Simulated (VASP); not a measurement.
Ba4Er:

```
Ba Er
1.0
     5.44159    0.00000    0.00000
    -2.72080    4.71256    0.00000
     0.00000    0.00000    7.84458
Ba Er
4 1
Direct
  0.00000 0.00000 0.67574
  0.00000 0.00000 0.32426
  0.33333 0.66667 0.00000
  0.66667 0.33333 0.00000
  0.00000 0.00000 0.00000
```

The cell was generated, and may not be a known phase.

| Item | Value |
| --- | --- |
| Program | VASP 6.6.1 |
| Task | relaxation of cell and atoms |
| Functional | PBE |
| Potentials or basis | VASP PAW PBE potentials, release 64 (Ba_sv, Er_3), 4f in core |
| Cutoff | 500 eV |
| k mesh | 4 × 4 × 2 |
| Occupations | gaussian, width 0.2 eV |
| Spin | no spin polarisation |

At the start: pressure 16.1 GPa; volume 40.23 Å³/atom.

How do energy, volume and symmetry change on relaxing?

Over 9 steps the energy falls by 1221.3 meV/atom and the volume is 83.17 Å³/atom (+106.7 %); space group P6/mmm (No. 191, to 0.1 Å) before and after.

The path:
```
step  energy change (eV)  largest force (eV/Å)  pressure (GPa)  volume (Å³)
   1              0.0000                0.5421           16.15       201.17
   2             -5.6494                0.8253            1.19       341.29
   3             -5.7631                0.8871            0.71       361.05
   4             -5.8289                0.9315            0.00       402.69
   5             -5.8311                0.9302            0.08       396.33
   6             -5.9158                0.7728            0.03       400.63
   7             -6.0632                0.2925           -0.06       413.67
   8             -6.0765                0.0919           -0.08       419.04
   9             -6.1064                0.0648           -0.03       415.83
```

Final structure:
```
Ba Er
1.0
     6.51871    0.00000    0.00000
    -3.25935    5.64537    0.00000
     0.00000    0.00000   11.29967
Ba Er
4 1
Direct
  0.00000 0.00000 0.69681
  0.00000 0.00000 0.30319
  0.33333 0.66667 0.00000
  0.66667 0.33333 0.00000
  0.00000 0.00000 0.00000
```

Caveat: the k points lie up to 0.28 Å⁻¹ apart in the final cell, too coarse for converged energies and pressures of a metal; the volume moved by over 15 % at a fixed basis, so the end points are rough; the relaxation stopped at a loose force limit of 0.08 eV/Å, so its end isn't a converged minimum.
